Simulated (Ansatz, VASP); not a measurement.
# One calculation of Mg, two programs

```
Mg
1.0
    -1.83599    1.83599    1.67940
     1.83599   -1.83599    1.67940
     1.83599    1.83599   -1.67940
Mg
1
Direct
  0.00000 0.00000 0.00000
```

Alike in both runs: functional PBEsol; k mesh 6 × 6 × 6; occupations gaussian, width 0.1 eV; no spin polarisation.

Ansatz relaxed the structure, and its values are those at the end. VASP's run is a single point on that final structure, the one shown.

```csv
,VASP,Ansatz
version,VASP 6.6.1,Ansatz 0.2.0
potentials or method,"VASP PAW PBE potentials, release 64 (Mg), cutoff 520 eV","scalar-relativistic, plane waves, PAW"
valence electrons in the cell,2,10
```

```tsv
	VASP	Ansatz	Ansatz less VASP
gap on the k mesh at the Fermi level (eV)	none	none	-
pressure (GPa)	-0.1	-0.1	+0.06
```

VASP's potentials were made for PBE, not for PBEsol. A gap of «none» marks a metal or a gap that the smearing closes. The functional is the same, so the differences come from potentials, cutoffs and numerics. VASP's potentials hold 2 valence electrons a cell and Ansatz's 10, so a difference there can come from the potentials and not from the codes. Ansatz's warnings: stress scf threshold loose.

The k mesh is coarse, so the values compare programs but aren't converged.
